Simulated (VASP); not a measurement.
# SiC (Moissanite 3C): single point with PBEsol

SiC (Moissanite 3C):

```xyz
2
Lattice="0.0000 2.1490 2.1490 2.1490 0.0000 2.1490 2.1490 2.1490 0.0000" Properties=species:S:1:pos:R:3 pbc="T T T"
Si    0.0000    0.0000    0.0000
C     1.0745    1.0745    1.0745
```

This cell differs from its parent crystal: volume scaled by 0.960.

| Quantity | Value |
| --- | --- |
| Program | VASP 6.6.1 |
| Task | single point |
| Functional | PBEsol |
| Potentials or basis | VASP PAW PBE potentials, release 64 (Si, C) |
| Cutoff | 520 eV |
| k mesh | 18 × 18 × 18 |
| Occupations | gaussian, width 0.05 eV |
| Spin | no spin polarisation |

```json
{
 "Pressure": "10.2 GPa",
 "Band gap on the k mesh": "1.20 eV, indirect (least direct gap 4.49 eV)"
}
```

Levels at points of the mesh, in eV from the valence-band top:
| k point | band 1 | band 2 | band 3 | band 4 | band 5 | band 6 | band 7 | band 8 | band 9 |
| --- | --- | --- | --- | --- | --- | --- | --- | --- | --- |
| (0.00, 0.00, 0.00) | -15.76 | 0.00 | 0.00 | 0.00 | 6.67 | 7.54 | 7.54 | 7.54 | 14.70 |
| (0.50, 0.00, 0.00) | -11.99 | -8.83 | -1.06 | -1.06 | 5.75 | 7.31 | 7.31 | 10.15 | 16.53 |
| (0.50, 0.50, 0.00) | -10.49 | -7.97 | -3.29 | -3.29 | 1.20 | 4.35 | 14.44 | 14.44 | 15.25 |

Wall time 18 s on 1 thread of Intel(R) Xeon(R) Platinum 8488C (Sapphire Rapids), with other jobs on the host, peak memory 0.16 GiB.

Caveat: the PAW data sets were made with another functional, which shifts forces and pressure a little. A k mesh can miss the band edges.
